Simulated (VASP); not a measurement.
# Co (P6_3/mmc) in VASP: single point with PBE

Aim: the single point of Co with PBE.

Program: VASP 6.6.1. These are calculated values, not measurements. Logs are shortened: lines on timing, memory, paths and dates and some standing lists are left out, and cuts for length are marked.

## Step 1: The cell of the first run

It takes space group P6_3/mmc (No. 194, hexagonal). Conventional cell: a = 2.336 Å, b = 2.336 Å, c = 3.771 Å, α = 90.00°, β = 90.00°, γ = 120.00°. Co (site symmetry -6m2) has 12 Co at 2.32 to 2.34 Å within 3.1 Å.

## Step 2: Single point, PBE, collinear spin, ferromagnetic start

The input, INCAR:

```
  ALGO = Normal
  EDIFF = 1E-6
  ENCUT = 520
  GGA = PE
  ISIF = 2
  ISMEAR = -1
  ISPIN = 2
  LASPH = True
  LCHARG = True
  LELF = True
  LMAXMIX = 4
  LORBIT = 11
  LREAL = False
  LVHAR = True
  LWAVE = False
  MAGMOM = 1.7 1.7
  NBANDS = 20
  NELM = 150
  PREC = Accurate
  SIGMA = 0.05
```

The input, KPOINTS:

```
k-points
0
Gamma
  19 19 10
```

The input, POSCAR:

```
Co
1.0
    2.3361650038      0.0000000000      0.0000000000
   -1.1680825019      2.0231782407      0.0000000000
    0.0000000000      0.0000000000      3.7711598779
Co
2
Direct
    0.3333333333      0.6666666667      0.2500000000
    0.6666666667      0.3333333333      0.7500000000
```

Potentials or basis: VASP PAW PBE potentials, release 64 (Co).

Started as:

```bash
$ cat potpaw_PBE.64/Co/POTCAR > POTCAR
$ mpirun -np 1 vasp_std > vasp.out
```

OUTCAR:

```text
EDIFF = 1E-6
   ENCUT = 520
   GGA = PE
   ISIF = 2
   ISMEAR = -1
   ISPIN = 2
   LASPH = True
   LORBIT = 11
   LREAL = False
   NELM = 150
   PREC = Accurate

 ion  position               nearest neighbor table
   1  0.333  0.667  0.250-   2 2.32   2 2.32   2 2.32   2 2.32   2 2.32   2 2.32
   2  0.667  0.333  0.750-   1 2.32   1 2.32   1 2.32   1 2.32   1 2.32   1 2.32

  LATTYP: Found a hexagonal cell.
 ALAT       =     2.3361650038
 C/A-ratio  =     1.6142523631

  Lattice vectors:

 A1 = (   2.3361650038,   0.0000000000,   0.0000000000)
 A2 = (  -1.1680825019,   2.0231782407,   0.0000000000)
 A3 = (   0.0000000000,   0.0000000000,   3.7711598779)

Analysis of symmetry for initial positions (statically):
=====================================================================
 Subroutine PRICEL returns:
 Original cell was already a primitive cell.

 Routine SETGRP: Setting up the symmetry group for a
 hexagonal supercell.

 Subroutine GETGRP returns: Found 24 space group operations
 (whereof 12 operations were pure point group operations)
 out of a pool of 24 trial point group operations.

The static configuration has the point symmetry D_3d.
 The point group associated with its full space group is D_6h.

Analysis of symmetry for dynamics (positions and initial velocities):
=====================================================================
 Subroutine PRICEL returns:
 Original cell was already a primitive cell.

 Routine SETGRP: Setting up the symmetry group for a
 hexagonal supercell.

 Subroutine GETGRP returns: Found 24 space group operations
 (whereof 12 operations were pure point group operations)
 out of a pool of 24 trial point group operations.

The dynamic configuration has the point symmetry D_3d.
 The point group associated with its full space group is D_6h.

Analysis of structural, dynamic, and magnetic symmetry:
=====================================================================
 Subroutine PRICEL returns:
 Original cell was already a primitive cell.

 Routine SETGRP: Setting up the symmetry group for a
 hexagonal supercell.

 Subroutine GETGRP returns: Found 24 space group operations
 (whereof 12 operations were pure point group operations)
 out of a pool of 24 trial point group operations.

The overall configuration has the point symmetry D_3d.
 The point group associated with its full space group is D_6h.

 Subroutine INISYM returns: Found 24 space group operations
 (whereof 12 operations are pure point group operations),
 and found     1 'primitive' translations

----------------------------------------------------------------------------------------

                                     Primitive cell

  volume of cell :      17.8243

  direct lattice vectors                    reciprocal lattice vectors
     2.336165004  0.000000000  0.000000000     0.428051956  0.247135912  0.000000000
    -1.168082502  2.023178241  0.000000000     0.000000000  0.494271824  0.000000000
     0.000000000  0.000000000  3.771159878     0.000000000  0.000000000  0.265170407

  length of vectors
     2.336165004  2.336165004  3.771159878     0.494271824  0.494271824  0.265170407

  position of ions in fractional coordinates (direct lattice)
     0.333333333  0.666666667  0.250000000
     0.666666667  0.333333333  0.750000000

  ion indices of the primitive-cell ions
   primitive index   ion index
                 1           1
                 2           2

----------------------------------------------------------------------------------------

 KPOINTS: k-points

Automatic generation of k-mesh.
 Grid dimensions read from file:
 generate k-points for:   19   19   10

 Generating k-lattice:

  Cartesian coordinates                     Fractional coordinates (reciprocal lattice)
     0.022529050  0.013007153  0.000000000     0.052631579  0.000000000  0.000000000
     0.000000000  0.026014307  0.000000000     0.000000000  0.052631579  0.000000000
     0.000000000  0.000000000  0.026517041     0.000000000  0.000000000  0.100000000

  Length of vectors
     0.026014307  0.026014307  0.026517041

  Shift w.r.t. Gamma in fractional coordinates (k-lattice)
     0.000000000  0.000000000  0.000000000

 Subroutine IBZKPT returns following result:
 ===========================================

 Found    240 irreducible k-points:

 Following reciprocal coordinates:
            Coordinates               Weight
  0.000000  0.000000  0.000000      1.000000
  0.052632  0.000000  0.000000      6.000000
  0.105263  0.000000  0.000000      6.000000
  0.157895  0.000000  0.000000      6.000000
  0.210526  0.000000  0.000000      6.000000
  0.263158  0.000000  0.000000      6.000000
[... 16 lines left out ...]
  0.263158  0.105263  0.000000     12.000000
  0.315789  0.105263  0.000000     12.000000
 [... further k-points ...]
   k-points           NKPTS =    240   k-points in BZ     NKDIM =    240   number of bands    NBANDS=     20
   number of dos      NEDOS =    301   number of ions     NIONS =      2
   total plane-waves  NPLWV =   9072
   dimension x,y,z NGX =    18 NGY =   18 NGZ =   28
   dimension x,y,z NGXF=    36 NGYF=   36 NGZF=   56
   ions per type =               2
   NGX,Y,Z   is equivalent  to a cutoff of  12.81, 12.81, 12.34 a.u.
   NGXF,Y,Z  is equivalent  to a cutoff of  25.62, 25.62, 24.69 a.u.
 SYSTEM =  unknown system
   PREC   = accura    normal or accurate (medium, high low for compatibility)
   ISTART =      0    job   : 0-new  1-cont  2-samecut
   ICHARG =      2    charge: 1-file 2-atom 10-const
   ISPIN  =      2    spin polarized calculation?
   LNONCOLLINEAR =      F non collinear calculations
   LSORBIT =      F    spin-orbit coupling
   LASPH  =      T    aspherical Exc in radial PAW
   ENCUT  =  520.0 eV  38.22 Ry    6.18 a.u.   4.34  4.34  7.01*2*pi/ulx,y,z
   NELM   =    150;   NELMIN=  2; NELMDL= -5     # of ELM steps
   EDIFF  = 0.1E-05   stopping-criterion for ELM
   LREAL  =      F    real-space projection
   EDIFFG = 0.1E-04   stopping-criterion for IOM
   NSW    =      0    number of steps for IOM
   IBRION =     -1    ionic relax: 0-MD 1-quasi-New 2-CG
   NFREE  =      0    steps in history (QN), initial steepest desc. (CG)
   ISIF   =      2    stress and relaxation
   ISYM   =      2    0-nonsym 1-usesym 2-fastsym
   POTIM  = 0.5000    time-step for ionic-motion
   TEBEG  =    0.0;   TEEND  =   0.0 temperature during run
   PSTRESS=    0.0 pullay stress
   NELECT =      18.0000    total number of electrons
   NUPDOWN=      -1.0000    fix difference up-down
   EMIN   =  10.00;   EMAX   =-10.00  energy-range for DOS
   EFERMI =   0.00;   METHOD = LEGACY
   ISMEAR =    -1;   SIGMA  =   0.05  broadening in eV -4-tet -1-fermi 0-gaus
   EFERMI_NEDOS =   21; number of points for ismear=-14 and -15
   IALGO  =     38    algorithm
   IMIX   =      4    mixing-type and parameters
     AMIX     =   0.40;   BMIX     =  1.00
     AMIX_MAG =   1.60;   BMIX_MAG =  1.00
  volume/ion in A,a.u.               =       8.91        60.14
  Fermi-wavevector in a.u.,A,eV,Ry     =   1.642460  3.103799 36.704094  2.697675
  Thomas-Fermi vector in A             =   2.732759
   LORBIT       =     11    0 simple, 1 ext, 2 COOP (PROOUT), +10 PAW based schemes
   GGA     = PE    functional components
   LHFCALC =     F    Hartree Fock is set to
   AEXX    =    0.0000 exact exchange contribution
   IVDW    =     0    specifies the selected vdW correction
   LEPSILON=     F    determine dielectric tensor
   LRPA    =     F    only Hartree local field effects (RPA)
 spin polarized calculation
  energy-cutoff  :      520.00
  volume of cell :       17.82
 maximum number of plane-waves:       495
 NGX is ok and might be reduce to    18
   NGX =  9   NGY =  9   NGZ = 15

 number of electron      18.0000000 magnetization       2.8802992

 Free energy of the ion-electron system (eV)
  ---------------------------------------------------
  ext. energy  EPLUGINS =         0.00000000
  ---------------------------------------------------
  free energy    TOTEN  =       -13.43279261 eV

  energy without entropy =      -13.41774920  energy(sigma->0) =      -13.42527090

 E-fermi :  13.3202     XC(G=0): -14.6046

 val. band max:       13.3078747339   @ k =   0.1053   0.1053   0.2000
 cond. band min:      13.3240141756   @ k =   0.0526   0.0526   0.3000
 fundamental gap:      0.0161394417
 Fermi energy:        13.3201737088

 spin component 1

 k-point     1 :       0.0000    0.0000    0.0000
  band No.  band energies     occupation
      1       3.2375      1.00000
      2       7.1846      1.00000
      3      10.4367      1.00000
      4      10.4499      1.00000
      5      10.4499      1.00000
      6      10.8889      1.00000
[... 12 lines left out ...]
     19      42.8504      0.00000
     20      42.8504      0.00000
[... 507 lines left out ...]
 k-point    24 :       0.3158    0.1053    0.0000
  band No.  band energies     occupation
      1       7.4007      1.00000
      2       8.0766      1.00000
      3       8.2726      1.00000
      4       9.5572      1.00000
      5      10.2071      1.00000
      6      10.7493      1.00000
[... 12 lines left out ...]
     19      40.2798      0.00000
     20      42.2310      0.00000

 [... further k-points ...]

 spin component 2

 k-point     1 :       0.0000    0.0000    0.0000
  band No.  band energies     occupation
      1       3.2764      1.00000
      2       8.0417      1.00000
      3      11.9070      1.00000
      4      11.9088      1.00000
      5      11.9088      1.00000
      6      12.4033      1.00000
[... 12 lines left out ...]
     19      43.1717      0.00000
     20      43.1717      0.00000
[... 507 lines left out ...]
 k-point    24 :       0.3158    0.1053    0.0000
  band No.  band energies     occupation
      1       7.8044      1.00000
      2       9.1721      1.00000
      3       9.3189      1.00000
      4      10.4811      1.00000
      5      11.6180      1.00000
      6      12.1252      1.00000
[... 12 lines left out ...]
     19      40.6122      0.00000
     20      42.6452      0.00000

 [... further k-points ...]
[... 5 lines left out ...]
  --------------------------------------------------------------------------------------
  -------------------------------------------------------------------------------------
  Total        7.2558628      7.2558628      7.2392752     -0.0000000     -0.0000000      0.0000000
  in kB      652.2093808    652.2093808    650.7183631     -0.0000000     -0.0000000      0.0000000
  external PRESSURE =     651.7123749 kB  Pullay stress =       0.0000000 kB

 VOLUME and BASIS-vectors are now :
 -----------------------------------------------------------------------------
  energy-cutoff  :      520.00
  volume of cell :       17.82
      direct lattice vectors                 reciprocal lattice vectors
     2.336165004  0.000000000  0.000000000     0.428051956  0.247135912  0.000000000
    -1.168082502  2.023178241  0.000000000     0.000000000  0.494271824  0.000000000
     0.000000000  0.000000000  3.771159878     0.000000000  0.000000000  0.265170407

 POSITION                                       TOTAL-FORCE (eV/Angst)
 -----------------------------------------------------------------------------------
     -0.00000      1.34879      0.94279        -0.000000     -0.000000      0.000000
      1.16808      0.67439      2.82837         0.000000      0.000000      0.000000
 -----------------------------------------------------------------------------------
    total drift:                                0.000000     -0.000000     -0.000000

  FREE ENERGIE OF THE ION-ELECTRON SYSTEM (eV)
  ---------------------------------------------------
  free  energy   TOTEN  =       -13.4327926074 eV

  energy  without entropy=      -13.4177491955  energy(sigma->0) =      -13.42527090

 total charge

# of ion       s       p       d       tot
------------------------------------------
    1        0.583   0.719   7.437   8.739
    2        0.583   0.719   7.437   8.739
--------------------------------------------------
tot          1.166   1.438  14.873  17.478

 magnetization (x)

# of ion       s       p       d       tot
------------------------------------------
    1       -0.017  -0.054   1.493   1.422
    2       -0.017  -0.054   1.493   1.422
--------------------------------------------------
tot         -0.033  -0.108   2.986   2.844
```

It took 70 s on 1 thread of Intel Xeon 6975P-C (Granite Rapids), shared host; peak memory 0.23 GiB.

Results:

```
Free energy                                           : -13.4328 eV
Pressure                                              : 65.2 GPa
Net moment                                            : 2.88 μB per cell
Site moments                                          : Co +1.42 μB
Valence electrons inside the program's atomic spheres : Co 8.74
```

Levels at points of the mesh, in eV from the Fermi level:
Spin up:
```tsv
k point	band 6	band 7	band 8	band 9	band 10	band 11	band 12	band 13	band 14	band 15
(0.00, 0.00, 0.00)	-2.43	-2.43	-1.96	-1.96	-0.46	-0.46	-0.09	8.39	23.62	27.37
(0.00, 0.00, 0.50)	-2.96	-2.96	-2.96	-0.87	-0.87	-0.87	-0.87	17.52	17.52	24.53
```
Spin down:
```csv
k point,band 5,band 6,band 7,band 8,band 9,band 10
"(0.00, 0.00, 0.00)",-1.41,-0.92,-0.92,-0.38,-0.38,-0.09
"(0.00, 0.00, 0.50)",-1.50,-1.50,-1.50,-1.50,0.80,0.80
```

Caveat: the cell stands under pressure.
